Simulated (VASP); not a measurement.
Wanted: the native input for a VASP 6.6.1 run.

```
Task                   : single point
Functional             : PBE
Potentials or basis    : VASP PAW PBE potentials, release 64 (Sn_d, Se)
Cutoff                 : 520 eV
k mesh                 : 9 × 9 × 5
Occupations            : fermi-dirac, width 0.1 eV
Spin                   : no spin polarisation
Dipole correction      : no
Further INCAR settings : ALGO = Normal; EDIFF = 1e-07; NBANDS = 28
```

The structure of SnSe lies in POSCAR:

```
SnSe
1.0
    4.7963903545      0.0000000000      0.0000000000
   -2.3981951773      4.1537958935      0.0000000000
    0.0000000000      0.0000000000      5.7483615949
Sn Se
2 2
Direct
    0.3333333333      0.6666666667     -0.0620085990
    0.6666666667      0.3333333333      0.4379914010
    0.3333333333      0.6666666667      0.4380085990
    0.6666666667      0.3333333333      0.9380085990
```

These files were run (other wordings do the same):

INCAR

```
PREC = Accurate
ENCUT = 520
EDIFF = 1E-7
ISMEAR = -1
SIGMA = 0.1
LREAL = F
LASPH = T
NELM = 60
ALGO = Normal
ISIF = 2
LWAVE = F
LCHARG = F
GGA = PE
NBANDS = 28
```

KPOINTS

```
regular mesh
0
Gamma
  9 9 5
```

Potentials or basis: VASP PAW PBE potentials, release 64 (Sn_d, Se).

The run is started by

```console
$ cat potpaw_PBE.64/Sn_d/POTCAR potpaw_PBE.64/Se/POTCAR > POTCAR
$ mpirun -np 1 vasp_std > vasp.out
```

Results of the run:

The pressure is 10.0 GPa. The band gap on the k mesh is 0.43 eV (least direct gap 1.05 eV).

Caveat: the cell stands under pressure; semilocal functionals underestimate gaps, and a narrow one can read as zero; spin-orbit coupling is left out, which moves the levels of the heavy elements.

Run time: 2.7 min on 1 thread of Intel Xeon 8259CL, with other jobs on the host, peak memory 0.29 GiB.
